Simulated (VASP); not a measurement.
# C41O in VASP: notebook, part 2 of 2

VASP 6.6.1.

**4. Single point, PBE+D3(BJ)**

The input, INCAR:

```
SYSTEM = C41O
ALGO = Normal
DIPOL = 0.5 0.5 0.285
EDIFF = 1E-6
ENCUT = 520
GGA = PE
IDIPOL = 3
ISIF = 2
ISMEAR = 0
IVDW = 12
LASPH = .TRUE.
LCHARG = .FALSE.
LDIPOL = .TRUE.
LREAL = Auto
LUSENCCL = .FALSE.
LWAVE = .FALSE.
NBANDS = 112
NELM = 80
PREC = Accurate
SIGMA = 0.05
```

The input, KPOINTS:

```
k-points
0
G
  4 4 1
  0 0 0
```

The input, POSCAR:

```
C41O
1.0
    7.2946484380      0.0000000000      0.0000000000
   -3.3317658956      7.8620301879      0.0000000000
    0.0000000000      0.0000000000     23.5809581711
C O
41 1
Direct
    0.2500899670      0.1666966556      0.1696283913
    0.2500899670      0.6666966556      0.1696283913
    0.7500899670      0.1666966556      0.1696283913
    0.7500899670      0.6666966556      0.1696283913
    0.2499100331      0.3333033444      0.1696283913
    0.2499100331      0.8333033444      0.1696283913
    0.7499100330      0.3333033444      0.1696283913
    0.7499100331      0.8333033444      0.1696283913
    0.2500899670      0.4166966557      0.2218942371
    0.2500899670      0.9166966557      0.2218942371
    0.7500899670      0.4166966557      0.2218942371
    0.7500899670      0.9166966557      0.2218942371
    0.2499100331      0.0833033444      0.2218942371
    0.2499100331      0.5833033444      0.2218942371
    0.7499100331      0.0833033444      0.2218942371
    0.7499100331      0.5833033444      0.2218942371
    0.2500106166      0.1676584830      0.2741412246
    0.2500106166      0.6676584830      0.2741412246
    0.7500106166      0.1676584830      0.2741412246
    0.7500106166      0.6676584830      0.2741412246
    0.2499893834      0.3323415170      0.2741412246
    0.2499893834      0.8323415170      0.2741412246
    0.7499893834      0.3323415170      0.2741412246
    0.7499893834      0.8323415170      0.2741412246
    0.2500643137      0.4183240206      0.3266192408
    0.2500643137      0.9183240206      0.3266192408
    0.7500643137      0.4183240206      0.3266192408
    0.7500643137      0.9183240206      0.3266192408
    0.2499356863      0.0816759794      0.3266192408
    0.2499356863      0.5816759794      0.3266192408
    0.7499356863      0.0816759794      0.3266192408
    0.7499356863      0.5816759794      0.3266192408
    0.2498811848      0.1772167637      0.3744953071
    0.2498811848      0.6772167637      0.3744953071
    0.7498811848      0.1772167637      0.3744953071
    0.7498811848      0.6772167637      0.3744953071
    0.2501188152      0.3227832363      0.3744953071
    0.2501188152      0.8227832363      0.3744953071
    0.7501188152      0.3227832363      0.3744953071
    0.7501188152      0.8227832363      0.3744953071
    0.6248811848      0.5522167637      0.5504847630
    0.6248811848      0.5522167637      0.5017166005
```

Potentials or basis: VASP PAW PBE potentials, release 64 (C, O).

Launch:

```console
$ cat potpaw_PBE.64/C/POTCAR potpaw_PBE.64/O/POTCAR > POTCAR
$ mpirun -np 1 vasp_std > vasp.out
```

OUTCAR:

```text
SYSTEM = C41O
   EDIFF = 1E-6
   ENCUT = 520
   GGA = PE
   ISIF = 2
   ISMEAR = 0
   IVDW = 12
   LASPH = .TRUE.
   LREAL = Auto
   NELM = 80
   PREC = Accurate
 IVDW          = 12

 ion  position               nearest neighbor table
   1  0.250  0.167  0.170-  13 1.42   5 1.42
   2  0.250  0.667  0.170-  14 1.42   6 1.42
   3  0.750  0.167  0.170-  15 1.42   7 1.42
   4  0.750  0.667  0.170-  16 1.42   8 1.42
   5  0.250  0.333  0.170-   9 1.42   1 1.42
   6  0.250  0.833  0.170-  10 1.42   2 1.42
   7  0.750  0.333  0.170-  11 1.42   3 1.42
   8  0.750  0.833  0.170-  12 1.42   4 1.42
   9  0.250  0.417  0.222-   5 1.42  14 1.42  21 1.43
  10  0.250  0.917  0.222-   6 1.42  13 1.42  22 1.43
  11  0.750  0.417  0.222-   7 1.42  16 1.42  23 1.43
  12  0.750  0.917  0.222-   8 1.42  15 1.42  24 1.43
  13  0.250  0.083  0.222-   1 1.42  10 1.42  17 1.43
  14  0.250  0.583  0.222-   2 1.42   9 1.42  18 1.43
[... 16 lines left out ...]
  31  0.750  0.082  0.327-  35 1.39  28 1.40  19 1.44
  32  0.750  0.582  0.327-  36 1.39  27 1.40  20 1.44
  33  0.250  0.177  0.374-  37 1.24  29 1.39
  34  0.250  0.677  0.374-  38 1.24  30 1.39
  35  0.750  0.177  0.374-  39 1.24  31 1.39
  36  0.750  0.677  0.374-  40 1.24  32 1.39
  37  0.250  0.323  0.374-  33 1.24  25 1.39
  38  0.250  0.823  0.374-  34 1.24  26 1.39
  39  0.750  0.323  0.374-  35 1.24  27 1.39
  40  0.750  0.823  0.374-  36 1.24  28 1.39
  41  0.625  0.552  0.550-  42 1.15
  42  0.625  0.552  0.502-  41 1.15

  LATTYP: Found a simple monoclinic cell.
 ALAT       =     7.2946484380
 B/A-ratio  =     3.2326380595
 C/A-ratio  =     1.1705654015
 COS(beta)  =    -0.3901884672

  Lattice vectors:

 A1 = (   7.2946484380,   0.0000000000,   0.0000000000)
 A2 = (   0.0000000000,   0.0000000000, -23.5809581711)
 A3 = (  -3.3317658956,   7.8620301879,   0.0000000000)

Analysis of symmetry for initial positions (statically):
[... 218 lines left out ...]
   IVDW    =    12    specifies the selected vdW correction
   LEPSILON=     F    determine dielectric tensor
   LRPA    =     F    only Hartree local field effects (RPA)
 non-spin polarized calculation
 Gauss-broadening in eV      SIGMA  =   0.05
  energy-cutoff  :      520.00
  volume of cell :     1352.39
 maximum number of plane-waves:     36453
   NGX = 27   NGY = 31   NGZ = 87

 dipolmoment           0.000000      0.000000      0.122265 electrons x Angstroem

 number of electron     169.9999999 magnetization

 dipolmoment           0.000000      0.000000     -0.285059 electrons x Angstroem

 Free energy of the ion-electron system (eV)
  ---------------------------------------------------
  ext. energy  EPLUGINS =         0.00000000
  ---------------------------------------------------
  free energy    TOTEN  =      -344.85077106 eV

  energy without entropy =     -344.83475508  energy(sigma->0) =     -344.84276307

 E-fermi :  -3.2523     XC(G=0):  -3.7260

 val. band max:       -3.2558444107   @ k =   0.5000   0.2500   0.0000
 cond. band min:      -3.2460543427   @ k =  -0.2500   0.2500   0.0000
 fundamental gap:      0.0097900681
 Fermi energy:        -3.2522899353

 k-point     1 :       0.0000    0.0000    0.0000
  band No.  band energies     occupation
      1     -26.9393      2.00000
      2     -22.0182      2.00000
      3     -21.7385      2.00000
      4     -20.6451      2.00000
      5     -20.5203      2.00000
      6     -20.3841      2.00000
[... 989 lines left out ...]
     96      -0.3302      0.00000
     97      -0.3293      0.00000
 [bands above 97 left out]

------------------------ aborting loop because EDIFF is reached ----------------------------------------

 vacuum level on the upper side and lower side of the slab       (xc-potential included)        -0.444         0.435

 Edisp (eV)   -4.74769

 E8    (eV) :    -1.4119

  FORCE on cell =-STRESS in cart. coord.  units (eV):
  Direction    XX          YY          ZZ          XY          YZ          ZX
  --------------------------------------------------------------------------------------
  -------------------------------------------------------------------------------------
  Total      -0.01172    -5.60349   -10.76181     2.37671    -0.07168    -0.02783
  in kB      -0.01389    -6.63849   -12.74957     2.81570    -0.08491    -0.03297
  external pressure =       -6.47 kB  Pullay stress =        0.00 kB

 VOLUME and BASIS-vectors are now :
 -----------------------------------------------------------------------------
  energy-cutoff  :      520.00
  volume of cell :     1352.39
      direct lattice vectors                 reciprocal lattice vectors
     7.294648438  0.000000000  0.000000000     0.137086798  0.058094552 -0.000000000
    -3.331765896  7.862030188  0.000000000     0.000000000  0.127193610  0.000000000
     0.000000000  0.000000000 23.580958171     0.000000000 -0.000000000  0.042407098

 POSITION                                       TOTAL-FORCE (eV/Angst)
 -----------------------------------------------------------------------------------
      1.26892      1.31057      4.00000        -2.576393      6.076836      1.103354
     -0.39696      5.24159      4.00000        -2.575620      6.077603      1.103247
      4.91625      1.31057      4.00000        -2.573050      6.076711      1.102958
      3.25037      5.24159      4.00000        -2.579355      6.078790      1.102712
      0.71252      2.62044      4.00000         2.576510     -6.077148      1.103317
     -0.95337      6.55146      4.00000         2.575480     -6.077802      1.103377
[... 34 lines left out ...]
      2.71843      4.34154     12.98096         0.003947      0.005002     -0.736318
      2.71843      4.34154     11.83096        -0.013309     -0.031054      0.749799
 -----------------------------------------------------------------------------------
    total drift:                               -0.000100      0.004738     -0.086153

  FREE ENERGIE OF THE ION-ELECTRON SYSTEM (eV)
  ---------------------------------------------------
  free  energy   TOTEN  =      -349.5984618793 eV

  energy  without entropy=     -349.5824458997  energy(sigma->0) =     -349.59045389

 vacuum level on the upper side and lower side of the slab         2.353         3.254
```

OSZICAR:

```text
N       E                     dE             d eps       ncg     rms          rms(c)
DAV:   1     0.142895541058E+04    0.14290E+04   -0.67979E+04  2352   0.119E+03
DAV:   2    -0.117774445353E+03   -0.15467E+04   -0.14952E+04  3216   0.286E+02
DAV:   3    -0.362062674937E+03   -0.24429E+03   -0.24109E+03  2528   0.116E+02
[... 18 lines left out ...]
DAV:  22    -0.344850746007E+03   -0.63482E-04   -0.20001E-06  1936   0.285E-03    0.118E-03
DAV:  23    -0.344850760713E+03   -0.14706E-04   -0.41455E-07  1576   0.138E-03    0.758E-04
DAV:  24    -0.344850767677E+03   -0.69636E-05   -0.23649E-07  1560   0.855E-04    0.441E-04
DAV:  25    -0.344850770650E+03   -0.29734E-05   -0.14742E-07  1504   0.613E-04    0.237E-04
DAV:  26    -0.344850771064E+03   -0.41368E-06   -0.56892E-08  1536   0.389E-04
   1 F= -.34959846E+03 E0= -.34959045E+03  d E =-.160160E-01
```

It took 5 min on 1 × NVIDIA H100 80GB with 1 thread of AMD EPYC 7R13 (Zen 3), shared host; peak memory 2.4 GiB.

Results:

| Quantity | Value |
| --- | --- |
| Free energy | -349.5985 eV |
| Largest force | 6.695 eV/Å |
| Band gap on the k mesh | 0.01 eV (least direct gap 0.03 eV) |
| Dispersion energy per atom | -0.113 eV |

Forces in eV/Å, atoms in the order of the input:
```
C   -2.576  6.077  1.103
C   -2.576  6.078  1.103
C   -2.573  6.077  1.103
C   -2.579  6.079  1.103
C    2.577 -6.077  1.103
C    2.575 -6.078  1.103
C    2.573 -6.077  1.103
C    2.580 -6.079  1.102
C   -0.162  0.380 -1.156
C   -0.161  0.381 -1.157
C   -0.161  0.381 -1.156
C   -0.163  0.376 -1.156
C    0.162 -0.380 -1.156
C    0.161 -0.381 -1.156
C    0.161 -0.381 -1.157
C    0.163 -0.380 -1.155
C    0.003 -0.005  0.016
C    0.002 -0.005  0.017
C    0.002 -0.004  0.017
C   -0.001 -0.002  0.013
C   -0.002  0.004  0.016
C   -0.002  0.004  0.017
C   -0.002  0.002  0.016
C   -0.006  0.012  0.011
C    0.003  0.022 -0.005
C    0.001  0.021 -0.010
C    0.001  0.025 -0.004
C    0.017 -0.001 -0.011
C   -0.003 -0.020 -0.010
C   -0.001 -0.022 -0.008
C    0.000 -0.021 -0.009
C   -0.004 -0.027  0.022
C    0.035 -0.075  0.052
C    0.035 -0.079  0.050
C    0.027 -0.067  0.052
C    0.031 -0.014 -0.035
C   -0.034  0.075  0.048
C   -0.034  0.078  0.050
C   -0.026  0.064  0.040
C   -0.033  0.066  0.069
C    0.004  0.005 -0.736
O   -0.013 -0.031  0.750
```

**5. Summary**

| cell | gap on the mesh (eV) | largest force (eV/Å) |
| --- | --- | --- |
| as given, atomic positions A | 0.01 | 6.69 |
| as given, atomic positions B | 0.01 | 6.70 |
| as given, atomic positions C | 0.01 | 6.69 |

Alike in all rows: task single point; level PBE+D3(BJ); potentials or basis VASP PAW PBE potentials, release 64 (C, O); no spin polarisation; k mesh 4 × 4 × 1; cutoff (eV) 520; smearing gaussian 0.05 eV.

Absolute energies hang on the potentials; compare differences alone.
